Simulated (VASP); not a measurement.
# Mg: single point with PBE

Crystal: Mg.

```
Mg
1.0
     3.19531    0.00000    0.00000
    -1.59766    2.76722    0.00000
     0.00000    0.00000    5.18794
Mg
2
Direct
  0.33333 0.66667 0.25000
  0.66667 0.33333 0.75000
```

```yaml
Program: VASP 6.6.1
Task: single point
Functional: PBE
Potentials_or_basis: VASP PAW PBE potentials, release 64 (Mg)
Cutoff: 520 eV
k_mesh: 11 × 11 × 6
Occupations: gaussian, width 0.3 eV
Spin: no spin polarisation
```

```json
{
  "Pressure": "-0.1 GPa",
  "Band gap on the k mesh": "zero (band 2 reaches 3.51 eV, above the bottom of band 3 at 1.40 eV)"
}
```

Levels at points of the mesh, in eV from the Fermi level:
```csv
k point,band 1,band 2,band 3,band 4,band 5,band 6
"(0.00, 0.00, 0.00)",-6.94,-1.69,-1.25,10.94,10.94,11.06
"(0.00, 0.00, 0.50)",-5.55,-5.55,5.03,5.03,11.69,11.69
```

Wall time 32 s on 1 thread of AMD EPYC 7R13, on a shared host, peak memory 0.14 GiB.
